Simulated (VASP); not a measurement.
# Sn (Fm-3m) in VASP: single point with LDA

Aim: the single point of Sn with LDA.

Everything below comes from runs of VASP 6.6.1. Logs are shortened: lines on timing, memory, paths and dates and some standing lists are left out, and cuts for length are marked.

### Step 1. The cell of the first run

Symmetry: Fm-3m, No. 225, cubic system. The conventional cell has a = 7.692 Å, b = 7.692 Å, c = 7.692 Å, α = 90.00°, β = 90.00°, γ = 90.00°.

### Step 2. Single point, LDA

The input, INCAR:

```
  PREC = Accurate
  ENCUT = 500
  EDIFF = 1E-6
  ISMEAR = -1
  SIGMA = 0.1
  LREAL = F
  LASPH = T
  NELM = 120
  ALGO = Normal
  ISIF = 2
  LWAVE = F
  LCHARG = F
  GGA = CA
  NBANDS = 13
  GGA_COMPAT = F
```

The input, KPOINTS:

```
regular mesh
0
Gamma
  5 5 5
```

The input, POSCAR:

```
Sn
1.0
    0.0000000000      3.8460590000      3.8460590000
    3.8460590000      0.0000000000      3.8460590000
    3.8460590000      3.8460590000      0.0000000000
Sn
1
Direct
    0.5000000000      0.5000000000      0.5000000000
```

Potentials or basis: VASP PAW LDA potentials, release 64 (Sn_d).

Started as:

```console
> cat potpaw_LDA.64/Sn_d/POTCAR > POTCAR
> mpirun -np 1 vasp_std > vasp.out
```

OUTCAR:

```text
PREC = Accurate
   ENCUT = 500
   EDIFF = 1E-6
   ISMEAR = -1
   LREAL = F
   LASPH = T
   NELM = 120
   ISIF = 2
   GGA = CA

 ion  position               nearest neighbor table
   1  0.500  0.500  0.500-

  LATTYP: Found a face centered cubic cell.
 ALAT       =     7.6921180000

  Lattice vectors:

 A1 = (   0.0000000000,   3.8460590000,   3.8460590000)
 A2 = (   3.8460590000,   0.0000000000,   3.8460590000)
 A3 = (   3.8460590000,   3.8460590000,   0.0000000000)

Analysis of symmetry for initial positions (statically):
=====================================================================
 Subroutine PRICEL returns:
 Original cell was already a primitive cell.

 Routine SETGRP: Setting up the symmetry group for a
 face centered cubic supercell.

 Subroutine GETGRP returns: Found 48 space group operations
 (whereof 48 operations were pure point group operations)
 out of a pool of 48 trial point group operations.

The static configuration has the point symmetry O_h .

Analysis of symmetry for dynamics (positions and initial velocities):
=====================================================================
 Subroutine PRICEL returns:
 Original cell was already a primitive cell.

 Routine SETGRP: Setting up the symmetry group for a
 face centered cubic supercell.

 Subroutine GETGRP returns: Found 48 space group operations
 (whereof 48 operations were pure point group operations)
 out of a pool of 48 trial point group operations.

The dynamic configuration has the point symmetry O_h .

 Subroutine INISYM returns: Found 48 space group operations
 (whereof 48 operations are pure point group operations),
 and found     1 'primitive' translations

----------------------------------------------------------------------------------------

                                     Primitive cell

  volume of cell :     113.7831

  direct lattice vectors                    reciprocal lattice vectors
     0.000000000  3.846059000  3.846059000    -0.130003206  0.130003206  0.130003206
     3.846059000  0.000000000  3.846059000     0.130003206 -0.130003206  0.130003206
     3.846059000  3.846059000  0.000000000     0.130003206  0.130003206 -0.130003206

  length of vectors
     5.439148799  5.439148799  5.439148799     0.225172158  0.225172158  0.225172158

  position of ions in fractional coordinates (direct lattice)
     0.500000000  0.500000000  0.500000000

  ion indices of the primitive-cell ions
   primitive index   ion index
                 1           1

----------------------------------------------------------------------------------------

 KPOINTS: regular mesh

Automatic generation of k-mesh.
 Grid dimensions read from file:
 generate k-points for:    5    5    5

 Generating k-lattice:

  Cartesian coordinates                     Fractional coordinates (reciprocal lattice)
    -0.026000641  0.026000641  0.026000641     0.200000000  0.000000000  0.000000000
     0.026000641 -0.026000641  0.026000641     0.000000000  0.200000000  0.000000000
     0.026000641  0.026000641 -0.026000641     0.000000000  0.000000000  0.200000000

  Length of vectors
     0.045034432  0.045034432  0.045034432

  Shift w.r.t. Gamma in fractional coordinates (k-lattice)
     0.000000000  0.000000000  0.000000000

 Subroutine IBZKPT returns following result:
 ===========================================

 Found     10 irreducible k-points:

 Following reciprocal coordinates:
            Coordinates               Weight
  0.000000  0.000000  0.000000      1.000000
  0.200000  0.000000  0.000000      8.000000
  0.400000  0.000000  0.000000      8.000000
  0.200000  0.200000  0.000000      6.000000
  0.400000  0.200000  0.000000     24.000000
 -0.400000  0.200000  0.000000     24.000000
 -0.200000  0.200000  0.000000     12.000000
  0.400000  0.400000  0.000000      6.000000
 -0.400000  0.400000  0.000000     12.000000
 -0.400000  0.400000  0.200000     24.000000
   k-points           NKPTS =     10   k-points in BZ     NKDIM =     10   number of bands    NBANDS=     13
   number of dos      NEDOS =    301   number of ions     NIONS =      1
   total plane-waves  NPLWV =  64000
   dimension x,y,z NGX =    40 NGY =   40 NGZ =   40
   dimension x,y,z NGXF=    80 NGYF=   80 NGZF=   80
   ions per type =               1
   NGX,Y,Z   is equivalent  to a cutoff of  12.23, 12.23, 12.23 a.u.
   NGXF,Y,Z  is equivalent  to a cutoff of  24.45, 24.45, 24.45 a.u.
 SYSTEM =  unknown system
   PREC   = accura    normal or accurate (medium, high low for compatibility)
   ISTART =      0    job   : 0-new  1-cont  2-samecut
   ICHARG =      2    charge: 1-file 2-atom 10-const
   ISPIN  =      1    spin polarized calculation?
   LNONCOLLINEAR =      F non collinear calculations
   LSORBIT =      F    spin-orbit coupling
   LASPH  =      T    aspherical Exc in radial PAW
   ENCUT  =  500.0 eV  36.75 Ry    6.06 a.u.   9.92  9.92  9.92*2*pi/ulx,y,z
   NELM   =    120;   NELMIN=  2; NELMDL= -5     # of ELM steps
   EDIFF  = 0.1E-05   stopping-criterion for ELM
   LREAL  =      F    real-space projection
   EDIFFG = 0.1E-04   stopping-criterion for IOM
   NSW    =      0    number of steps for IOM
   IBRION =     -1    ionic relax: 0-MD 1-quasi-New 2-CG
   NFREE  =      0    steps in history (QN), initial steepest desc. (CG)
   ISIF   =      2    stress and relaxation
   ISYM   =      2    0-nonsym 1-usesym 2-fastsym
   POTIM  = 0.5000    time-step for ionic-motion
   TEBEG  =    0.0;   TEEND  =   0.0 temperature during run
   PSTRESS=    0.0 pullay stress
   NELECT =      14.0000    total number of electrons
   NUPDOWN=      -1.0000    fix difference up-down
   EMIN   =  10.00;   EMAX   =-10.00  energy-range for DOS
   EFERMI =   0.00;   METHOD = LEGACY
   ISMEAR =    -1;   SIGMA  =   0.10  broadening in eV -4-tet -1-fermi 0-gaus
   EFERMI_NEDOS =   21; number of points for ismear=-14 and -15
   IALGO  =     38    algorithm
   IMIX   =      4    mixing-type and parameters
     AMIX     =   0.40;   BMIX     =  1.00
     AMIX_MAG =   1.60;   BMIX_MAG =  1.00
  volume/ion in A,a.u.               =     113.78       767.85
  Fermi-wavevector in a.u.,A,eV,Ry     =   0.814251  1.538711  9.020724  0.663004
  Thomas-Fermi vector in A             =   1.924124
   LORBIT       =      0    0 simple, 1 ext, 2 COOP (PROOUT), +10 PAW based schemes
   GGA     = CA    functional components
   LHFCALC =     F    Hartree Fock is set to
   AEXX    =    0.0000 exact exchange contribution
   IVDW    =     0    specifies the selected vdW correction
   LEPSILON=     F    determine dielectric tensor
   LRPA    =     F    only Hartree local field effects (RPA)
 non-spin polarized calculation
  energy-cutoff  :      500.00
  volume of cell :      113.78
 maximum number of plane-waves:      2900
   NGX = 19   NGY = 19   NGZ = 19

 number of electron      13.9999992 magnetization

 Free energy of the ion-electron system (eV)
  ---------------------------------------------------
  ext. energy  EPLUGINS =         0.00000000
  ---------------------------------------------------
  free energy    TOTEN  =        -1.28900400 eV

  energy without entropy =       -1.20326227  energy(sigma->0) =       -1.24613313

 E-fermi :  -1.2600     XC(G=0):  -5.3874

 val. band max:       -1.4587182366   @ k =  -0.2000   0.2000   0.0000
 cond. band min:      -1.2157254441   @ k =  -0.4000   0.4000   0.0000
 fundamental gap:      0.2429927924
 Fermi energy:        -1.2599821288

 k-point     1 :       0.0000    0.0000    0.0000
  band No.  band energies     occupation
      1     -23.4079      2.00000
      2     -23.4079      2.00000
      3     -23.4077      2.00000
      4     -23.4077      2.00000
      5     -23.4077      2.00000
      6      -8.2516      2.00000
      7      -0.2817      0.00011
      8      -0.2817      0.00011
      9      -0.2817      0.00011
     10       1.7101      0.00000
     11       5.2135      0.00000
     12       5.2135      0.00000
     13       5.2135      0.00000

 k-point     2 :       0.2000    0.0000    0.0000
  band No.  band energies     occupation
      1     -23.4079      2.00000
      2     -23.4079      2.00000
      3     -23.4076      2.00000
      4     -23.4076      2.00000
      5     -23.4076      2.00000
      6      -8.1800      2.00000
      7      -1.0610      0.24046
      8      -0.3535      0.00023
      9      -0.3535      0.00023
     10       2.5127      0.00000
     11       4.6125      0.00000
     12       5.3655      0.00000
     13       5.3655      0.00000

 k-point     3 :       0.4000    0.0000    0.0000
  band No.  band energies     occupation
      1     -23.4079      2.00000
      2     -23.4079      2.00000
      3     -23.4075      2.00000
      4     -23.4073      2.00000
      5     -23.4073      2.00000
      6      -8.0553      2.00000
      7      -1.8597      1.99504
      8      -0.4597      0.00067
      9      -0.4597      0.00067
     10       2.8271      0.00000
     11       5.0024      0.00000
     12       5.0024      0.00000
     13       5.1262      0.00000

 k-point     4 :       0.2000    0.2000    0.0000
  band No.  band energies     occupation
      1     -23.4079      2.00000
      2     -23.4078      2.00000
      3     -23.4077      2.00000
      4     -23.4075      2.00000
      5     -23.4075      2.00000
      6      -8.1564      2.00000
      7      -1.0423      0.20374
      8      -0.5100      0.00111
      9      -0.5100      0.00111
     10       2.8130      0.00000
     11       4.1129      0.00000
     12       5.0978      0.00000
     13       5.8072      0.00000

 k-point     5 :       0.4000    0.2000    0.0000
  band No.  band energies     occupation
      1     -23.4079      2.00000
      2     -23.4078      2.00000
      3     -23.4077      2.00000
      4     -23.4074      2.00000
      5     -23.4073      2.00000
      6      -8.0484      2.00000
      7      -1.6170      1.94523
      8      -0.7566      0.01294
      9      -0.6346      0.00384
     10       3.2563      0.00000
     11       4.1221      0.00000
     12       4.6347      0.00000
     13       5.7920      0.00000

 k-point     6 :      -0.4000    0.2000    0.0000
  band No.  band energies     occupation
      1     -23.4079      2.00000
      2     -23.4078      2.00000
      3     -23.4075      2.00000
      4     -23.4074      2.00000
      5     -23.4073      2.00000
      6      -8.0041      2.00000
      7      -1.7900      1.99007
      8      -1.0029      0.14213
      9      -0.5715      0.00204
     10       3.4555      0.00000
     11       4.0917      0.00000
     12       5.2847      0.00000
     13       5.4483      0.00000

 k-point     7 :      -0.2000    0.2000    0.0000
  band No.  band energies     occupation
      1     -23.4079      2.00000
      2     -23.4079      2.00000
      3     -23.4076      2.00000
      4     -23.4075      2.00000
      5     -23.4074      2.00000
      6      -8.0895      2.00000
      7      -1.4587      1.75893
      8      -0.8182      0.02384
      9      -0.3972      0.00036
     10       3.3625      0.00000
     11       4.4230      0.00000
     12       4.5467      0.00000
     13       5.5503      0.00000

 k-point     8 :       0.4000    0.4000    0.0000
  band No.  band energies     occupation
      1     -23.4080      2.00000
      2     -23.4078      2.00000
      3     -23.4077      2.00000
      4     -23.4072      2.00000
      5     -23.4072      2.00000
      6      -7.9916      2.00000
      7      -1.7262      1.98129
      8      -0.8238      0.02520
      9      -0.8238      0.02520
     10       2.7132      0.00000
     11       3.3551      0.00000
     12       5.8480      0.00000
     13       7.1668      0.00000

 k-point     9 :      -0.4000    0.4000    0.0000
  band No.  band energies     occupation
      1     -23.4080      2.00000
      2     -23.4077      2.00000
      3     -23.4077      2.00000
      4     -23.4072      2.00000
      5     -23.4072      2.00000
      6      -7.9636      2.00000
      7      -1.6816      1.97091
      8      -1.2157      0.78226
      9      -0.7902      0.01807
     10       2.9203      0.00000
     11       3.8402      0.00000
     12       5.7743      0.00000
     13       6.6479      0.00000

 k-point    10 :      -0.4000    0.4000    0.2000
  band No.  band energies     occupation
      1     -23.4079      2.00000
      2     -23.4077      2.00000
      3     -23.4076      2.00000
      4     -23.4074      2.00000
      5     -23.4072      2.00000
      6      -7.9794      2.00000
      7      -1.6017      1.93649
      8      -1.2141      0.77434
      9      -0.8316      0.02720
     10       3.5372      0.00000
     11       4.2860      0.00000
     12       4.5142      0.00000
     13       5.9809      0.00000

------------------------ aborting loop because EDIFF is reached ----------------------------------------

  FORCE on cell =-STRESS in cart. coord.  units (eV):
  Direction    XX          YY          ZZ          XY          YZ          ZX
  --------------------------------------------------------------------------------------
  -------------------------------------------------------------------------------------
  Total       -1.8617467     -1.8617467     -1.8617467     -0.0000000      0.0000000     -0.0000000
  in kB      -26.2152113    -26.2152113    -26.2152113     -0.0000000      0.0000000     -0.0000000
  external PRESSURE =     -26.2152113 kB  Pullay stress =       0.0000000 kB

 VOLUME and BASIS-vectors are now :
 -----------------------------------------------------------------------------
  energy-cutoff  :      500.00
  volume of cell :      113.78
      direct lattice vectors                 reciprocal lattice vectors
     0.000000000  3.846059000  3.846059000    -0.130003206  0.130003206  0.130003206
     3.846059000  0.000000000  3.846059000     0.130003206 -0.130003206  0.130003206
     3.846059000  3.846059000  0.000000000     0.130003206  0.130003206 -0.130003206

 POSITION                                       TOTAL-FORCE (eV/Angst)
 -----------------------------------------------------------------------------------
      3.84606      3.84606      3.84606         0.000000      0.000000      0.000000
 -----------------------------------------------------------------------------------
    total drift:                               -0.000000     -0.000000      0.000000

  FREE ENERGIE OF THE ION-ELECTRON SYSTEM (eV)
  ---------------------------------------------------
  free  energy   TOTEN  =        -1.2890039974 eV

  energy  without entropy=       -1.2032622675  energy(sigma->0) =       -1.24613313
```

Run time: 11 s. Hardware: 1 thread of Intel Xeon Platinum 8259CL at 2.50GHz (Skylake/Cascade Lake), shared host; peak memory 0.19 GiB.

Results:

```yaml
Free_energy: -1.2890 eV
Pressure: -2.6 GPa
Band_gap_on_the_k_mesh: zero (band 7 reaches -0.28 eV, above the bottom of band 8 at -1.22 eV)
```

Caveat: spin-orbit coupling is left out, which moves the levels of the heavy elements.
